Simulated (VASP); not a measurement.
Here is a VASP 6.6.1 calculation.

Contents of INCAR:

```
  PREC = Accurate
  ENCUT = 520
  EDIFF = 1E-7
  ISMEAR = 1
  SIGMA = 0.2
  LREAL = F
  LASPH = T
  NELM = 100
  ALGO = Normal
  ISIF = 2
  LWAVE = F
  LCHARG = T
  LDIPOL = T
  IDIPOL = 3
  DIPOL = 0.5 0.5 0.500
  GGA = PE
  LELF = T
  LVHAR = T
  LVACPOTAV = T
  NBANDS = 33
```

File KPOINTS:

```
Automatic mesh
0
Gamma
  12 12 1
```

POSCAR

```
Pt
1.0
    2.8072917799      0.0000000000      0.0000000000
   -1.4036458899      2.4311859972      0.0000000000
    0.0000000000      0.0000000000     24.1685765598
Pt
5
Direct
    0.6666666667      0.3333333333      0.3103203030
    0.3333333333      0.6666666667      0.4051601515
    0.0000000000      0.0000000000      0.5000000000
    0.6666666667      0.3333333333      0.5948398485
    0.3333333333      0.6666666667      0.6896796970
```

Potentials or basis: VASP PAW PBE potentials, release 64 (Pt).

The run is started by

```sh
$ cat potpaw_PBE.64/Pt/POTCAR > POTCAR
$ mpirun -np 1 vasp_std > vasp.out
```

Problem. Predict the band gap on the k mesh.

Solution. Zero (bands 25 and 26 overlap by 1.43 eV).

Problem. Estimate the largest force.

Solution. 0.261 eV/Å.

Forces in eV/Å, atoms in the order of the input:
```
Pt   0.000  0.000 -0.092
Pt   0.000  0.000  0.261
Pt   0.000  0.000  0.000
Pt   0.000  0.000 -0.261
Pt   0.000  0.000  0.092
```

Caveat: spin-orbit coupling is left out, which moves the levels of the heavy elements.
